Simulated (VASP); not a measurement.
# Na (P6_3/mmc) in VASP: a series of runs, part 2 of 2

VASP 6.6.1. Earlier steps stand in the parts before.

### Step 3. Electric field gradients, LDA (equal xx and yy strain of -1 %)

The input, INCAR:

```
PREC = Accurate
ENCUT = 520
EDIFF = 1E-8
ISMEAR = -1
SIGMA = 0.05
LREAL = F
LASPH = T
NELM = 60
ALGO = Normal
ISIF = 2
LWAVE = F
LCHARG = F
LEFG = T
NBANDS = 14
```

The input, KPOINTS:

```
Automatic mesh
0
Gamma
  11 11 6
```

The input, POSCAR:

```
Na
1.0
    3.7293309876      0.0000000000      0.0000000000
   -1.8646654938      3.2296953744      0.0000000000
    0.0000000000      0.0000000000      6.1540000000
Na
2
Direct
    0.3333333333      0.6666666667      0.2500000000
    0.6666666667      0.3333333333      0.7500000000
```

Potentials or basis: VASP PAW LDA potentials, release 64 (Na_pv).

Command:

```sh
$ cat potpaw_LDA.64/Na_pv/POTCAR > POTCAR
$ mpirun -np 1 vasp_std > vasp.out
```

OUTCAR:

```text
PREC = Accurate
   ENCUT = 520
   EDIFF = 1E-8
   ISMEAR = -1
   LREAL = F
   LASPH = T
   NELM = 60
   ISIF = 2

 ion  position               nearest neighbor table
   1  0.333  0.667  0.250-
   2  0.667  0.333  0.750-

  LATTYP: Found a hexagonal cell.
 ALAT       =     3.7293309876
 C/A-ratio  =     1.6501619246

  Lattice vectors:

 A1 = (   3.7293309876,   0.0000000000,   0.0000000000)
 A2 = (  -1.8646654938,   3.2296953744,   0.0000000000)
 A3 = (   0.0000000000,   0.0000000000,   6.1540000000)

Analysis of symmetry for initial positions (statically):
=====================================================================
 Subroutine PRICEL returns:
 Original cell was already a primitive cell.

 Routine SETGRP: Setting up the symmetry group for a
 hexagonal supercell.
[... 598 lines left out ...]
  energy-cutoff  :      520.00
  volume of cell :       74.12
      direct lattice vectors                 reciprocal lattice vectors
     3.729330988  0.000000000  0.000000000     0.268144609  0.154813362  0.000000000
    -1.864665494  3.229695374  0.000000000     0.000000000  0.309626725  0.000000000
     0.000000000  0.000000000  6.154000000     0.000000000  0.000000000  0.162495938

 POSITION                                       TOTAL-FORCE (eV/Angst)
 -----------------------------------------------------------------------------------
     -0.00000      2.15313      1.53850         0.000000     -0.000000      0.000000
      1.86467      1.07657      4.61550        -0.000000      0.000000      0.000000
 -----------------------------------------------------------------------------------
    total drift:                               -0.000000      0.000000     -0.000000

  FREE ENERGIE OF THE ION-ELECTRON SYSTEM (eV)
  ---------------------------------------------------
  free  energy   TOTEN  =        -2.8890822714 eV

  energy  without entropy=       -2.8787483935  energy(sigma->0) =       -2.88391533

 Electric field gradients (V/A^2)
---------------------------------------------------------------------
 ion       V_xx      V_yy      V_zz      V_xy      V_xz      V_yz
---------------------------------------------------------------------
   1       0.312     0.310    -0.621    -0.002     0.000    -0.000
   2       0.312     0.310    -0.621    -0.002    -0.000     0.000
---------------------------------------------------------------------

 Electric field gradients after diagonalization (V/A^2)
 (convention: |V_zz| > |V_xx| > |V_yy|)
----------------------------------------------------------------------
 ion       V_xx      V_yy      V_zz     asymmetry (V_yy - V_xx)/ V_zz
----------------------------------------------------------------------
   1       0.313     0.309    -0.621       0.006
   2       0.313     0.309    -0.621       0.006
----------------------------------------------------------------------

           NMR quadrupolar parameters

 Cq : quadrupolar parameter    Cq=e*Q*V_zz/h
 eta: asymmetry parameters     (V_yy - V_xx)/ V_zz
 Q  : nuclear electric quadrupole moment in mb (millibarn)
----------------------------------------------------------------------
 ion       Cq(MHz)       eta       Q (mb)
----------------------------------------------------------------------
   1      -0.002       0.006       1.000
   2      -0.002       0.006       1.000
----------------------------------------------------------------------
```

Run time: 18 s. Hardware: 1 thread of Intel Xeon 6975P-C (Granite Rapids), shared host; peak memory 0.17 GiB.

What came out:

| Item | Value |
| --- | --- |
| Free energy | -2.8891 eV |
| Pressure | -0.8 GPa |
| Band gap on the k mesh | zero (band 7 reaches 1.97 eV, above the bottom of band 8 at -2.11 eV) |

Electric field gradients, principal values (V/Å²):
```
atom  least  middle  greatest (by size)
1 Na  0.309   0.313              -0.621
2 Na  0.309   0.313              -0.621
```

Caveat: the cell differs from its parent crystal (equal xx and yy strain of -1 %); without QUAD_EFG the Cq values of the log hold for a quadrupole moment of 1 mb, not for the nuclei.

### Step 4. Electric field gradients, LDA (equal xx and yy strain of -1 %)

The input, INCAR:

```
SYSTEM = Na
ALGO = Normal ; EDIFF = 1E-8
ENCUT = 520 ; GGA = CA
ISIF = 2 ; ISMEAR = -1
LASPH = .TRUE. ; LCHARG = .FALSE.
LEFG = .TRUE. ; LREAL = .FALSE.
LWAVE = .FALSE. ; NBANDS = 14
NELM = 80 ; PREC = Accurate
SIGMA = 0.05
```

The input, KPOINTS:

```
k-points
0
G
  11 11 6
  0 0 0
```

POSCAR is that of step 3.

Potentials or basis: VASP PAW LDA potentials, release 64 (Na_pv).

Command:

```sh
$ cat potpaw_LDA.64/Na_pv/POTCAR > POTCAR
$ mpirun -np 1 vasp_std > vasp.out
```

OUTCAR:

```text
SYSTEM = Na
   EDIFF = 1E-8
   ENCUT = 520
   GGA = CA
   ISIF = 2
   ISMEAR = -1
   LASPH = .TRUE.
   LREAL = .FALSE.
   NELM = 80
   PREC = Accurate

 ion  position               nearest neighbor table
   1  0.333  0.667  0.250-
   2  0.667  0.333  0.750-

  LATTYP: Found a hexagonal cell.
 ALAT       =     3.7293309876
 C/A-ratio  =     1.6501619246

  Lattice vectors:

 A1 = (   3.7293309876,   0.0000000000,   0.0000000000)
 A2 = (  -1.8646654938,   3.2296953744,   0.0000000000)
 A3 = (   0.0000000000,   0.0000000000,   6.1540000000)

Analysis of symmetry for initial positions (statically):
=====================================================================
 Subroutine PRICEL returns:
 Original cell was already a primitive cell.

 Routine SETGRP: Setting up the symmetry group for a
[... 599 lines left out ...]
  energy-cutoff  :      520.00
  volume of cell :       74.12
      direct lattice vectors                 reciprocal lattice vectors
     3.729330988  0.000000000  0.000000000     0.268144609  0.154813362  0.000000000
    -1.864665494  3.229695374  0.000000000     0.000000000  0.309626725  0.000000000
     0.000000000  0.000000000  6.154000000     0.000000000  0.000000000  0.162495938

 POSITION                                       TOTAL-FORCE (eV/Angst)
 -----------------------------------------------------------------------------------
     -0.00000      2.15313      1.53850         0.000000     -0.000000      0.000000
      1.86467      1.07657      4.61550        -0.000000      0.000000      0.000000
 -----------------------------------------------------------------------------------
    total drift:                               -0.000000      0.000000     -0.000000

  FREE ENERGIE OF THE ION-ELECTRON SYSTEM (eV)
  ---------------------------------------------------
  free  energy   TOTEN  =        -2.8890822714 eV

  energy  without entropy=       -2.8787483935  energy(sigma->0) =       -2.88391533

 Electric field gradients (V/A^2)
---------------------------------------------------------------------
 ion       V_xx      V_yy      V_zz      V_xy      V_xz      V_yz
---------------------------------------------------------------------
   1       0.312     0.310    -0.621    -0.002     0.000    -0.000
   2       0.312     0.310    -0.621    -0.002    -0.000     0.000
---------------------------------------------------------------------

 Electric field gradients after diagonalization (V/A^2)
 (convention: |V_zz| > |V_xx| > |V_yy|)
----------------------------------------------------------------------
 ion       V_xx      V_yy      V_zz     asymmetry (V_yy - V_xx)/ V_zz
----------------------------------------------------------------------
   1       0.313     0.309    -0.621       0.006
   2       0.313     0.309    -0.621       0.006
----------------------------------------------------------------------

           NMR quadrupolar parameters

 Cq : quadrupolar parameter    Cq=e*Q*V_zz/h
 eta: asymmetry parameters     (V_yy - V_xx)/ V_zz
 Q  : nuclear electric quadrupole moment in mb (millibarn)
----------------------------------------------------------------------
 ion       Cq(MHz)       eta       Q (mb)
----------------------------------------------------------------------
   1      -0.002       0.006       1.000
   2      -0.002       0.006       1.000
----------------------------------------------------------------------
```

OSZICAR:

```text
N       E                     dE             d eps       ncg     rms          rms(c)
DAV:   1     0.978398183515E+02    0.97840E+02   -0.76056E+03  1800   0.953E+02
DAV:   2     0.725060981238E+00   -0.97115E+02   -0.96099E+02  1858   0.269E+02
DAV:   3    -0.284092601107E+01   -0.35660E+01   -0.35629E+01  2290   0.596E+01
DAV:   4    -0.289098380033E+01   -0.50058E-01   -0.50056E-01  2026   0.748E+00
DAV:   5    -0.289211226838E+01   -0.11285E-02   -0.11285E-02  2278   0.114E+00    0.274E-01
DAV:   6    -0.289016790072E+01    0.19444E-02   -0.14243E-03  2170   0.514E-01    0.181E-01
DAV:   7    -0.288911179768E+01    0.10561E-02   -0.20568E-03  2232   0.522E-01    0.298E-02
DAV:   8    -0.288908173676E+01    0.30061E-04   -0.23505E-04  2278   0.259E-01    0.462E-03
DAV:   9    -0.288908223950E+01   -0.50274E-06   -0.49380E-06  2254   0.340E-02    0.201E-03
DAV:  10    -0.288908226862E+01   -0.29124E-07   -0.70555E-07  2206   0.134E-02    0.209E-04
DAV:  11    -0.288908227142E+01   -0.27935E-08   -0.11169E-08  1628   0.126E-03
   1 F= -.28890823E+01 E0= -.28839153E+01  d E =-.103339E-01
```

stdout:

```text
POSCAR found type information on POSCAR Na
 POSCAR found :  1 types and       2 ions
 scaLAPACK will be used
 LDA part: xc-table for (Slater(with rela. corr.)+CA(PZ))
 , standard interpolation
 POSCAR, INCAR and KPOINTS ok, starting setup
 FFT: planning ... GRIDC
 FFT: planning ... GRID_SOFT
 FFT: planning ... GRID
 WAVECAR not read
 entering main loop
ion   1

ion   2
```

Run time: 19 s. Hardware: 1 thread of Intel Xeon 6975P-C (Granite Rapids), shared host; peak memory 0.17 GiB.

Results:

- Free energy: -2.8891 eV
- Pressure: -0.8 GPa
- Band gap on the k mesh: zero (band 7 reaches 1.97 eV, above the bottom of band 8 at -2.11 eV)

Electric field gradients, principal values (V/Å²):
```csv
atom,least,middle,greatest (by size)
1 Na,0.309,0.313,-0.621
2 Na,0.309,0.313,-0.621
```

Caveat: the cell differs from its parent crystal (equal xx and yy strain of -1 %); without QUAD_EFG the Cq values of the log hold for a quadrupole moment of 1 mb, not for the nuclei.
